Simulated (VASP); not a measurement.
A run of VASP 6.6.1:

The input INCAR:

```
PREC = Accurate
ENCUT = 520
EDIFF = 1E-7
ISMEAR = 0
SIGMA = 0.2
LREAL = False
LASPH = True
NELM = 100
ALGO = Normal
ISIF = 2
LWAVE = False
LCHARG = True
GGA = PE
LELF = True
LVHAR = True
NBANDS = 46
```

File KPOINTS:

```
regular mesh
0
Gamma
  6 6 6
```

POSCAR

```
HfSi3O2
1.0
    3.7316525530      0.0000000000      0.0000000000
    0.0000000000      0.0000000000     -3.7331525994
   -1.8658262765     12.3805374725      0.0000000000
Hf Si O
2 6 4
Direct
    0.8413518781      0.2500000000      0.6827037561
    0.1586481219      0.7500000000      0.3172962439
    0.7500210923      0.7500000000      0.5000421846
    0.2499789077      0.2500000000      0.4999578154
    0.4509323300      0.2500000000      0.9018646601
    0.9508732386      0.7500000000      0.9017464772
    0.5490676700      0.7500000000      0.0981353399
    0.0491267614      0.2500000000      0.0982535228
    0.3801311339      0.2500000000      0.7602622678
    0.8801472167      0.7500000000      0.7602944335
    0.6198688661      0.7500000000      0.2397377322
    0.1198527833      0.2500000000      0.2397055665
```

Potentials or basis: VASP PAW PBE potentials, release 64 (Hf_pv, Si, O).

Run with:

```sh
$ cat potpaw_PBE.64/Hf_pv/POTCAR potpaw_PBE.64/Si/POTCAR potpaw_PBE.64/O/POTCAR > POTCAR
$ mpirun -np 1 vasp_std > vasp.out
```

Hardware: 1 thread of Intel(R) Xeon(R) Platinum 8259CL CPU @ 2.50GHz (Skylake/Cascade Lake), with other jobs on the host.

Question: How long does it take, and how much memory?

Answer: It took 9.6 min on 1 thread of Intel(R) Xeon(R) Platinum 8259CL CPU @ 2.50GHz (Skylake/Cascade Lake) (shared host), peak memory 0.47 GiB. Counts: scf iterations 25, k points 52.
